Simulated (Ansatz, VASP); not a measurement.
# Ta3Cu: VASP beside Ansatz

```xyz
4
Lattice="-1.9655 1.9655 4.1223 1.9655 -1.9655 4.1223 1.9655 1.9655 -4.1223" Properties=species:S:1:pos:R:3 pbc="T T T"
Ta    0.0000    0.0000    4.1223
Ta    1.9655    0.0000    2.0611
Ta    0.0000    1.9655    2.0611
Cu    0.0000    0.0000    0.0000
```

Change from the starting cell: volume scaled by 0.94.

Alike in both runs: task single point; functional PBEsol; k mesh 9 × 9 × 9; occupations fermi-dirac, width 0.05 eV; no spin polarisation.

|  | VASP | Ansatz |
| --- | --- | --- |
| version | VASP 6.6.1 | Ansatz 0.2.0 |
| potentials or method | VASP PAW PBE potentials, release 64 (Ta_pv, Cu), cutoff 520 eV | all-electron LAPW, scalar-relativistic |

|  | VASP | Ansatz | Ansatz less VASP |
| --- | --- | --- | --- |
| gap on the k mesh at the Fermi level (eV) | none | none | - |
| pressure (GPa) | 6.4 | 5.6 | -0.81 |
| traceless stress, the component that is largest in VASP (GPa) | -0.75 | -0.64 | +0.109 |

VASP's potentials were made for PBE, not for PBEsol. A gap of «none» marks a metal or a gap that the smearing closes. Ansatz ran all-electron here, and VASP with PAW potentials.

Spin-orbit coupling is off throughout.
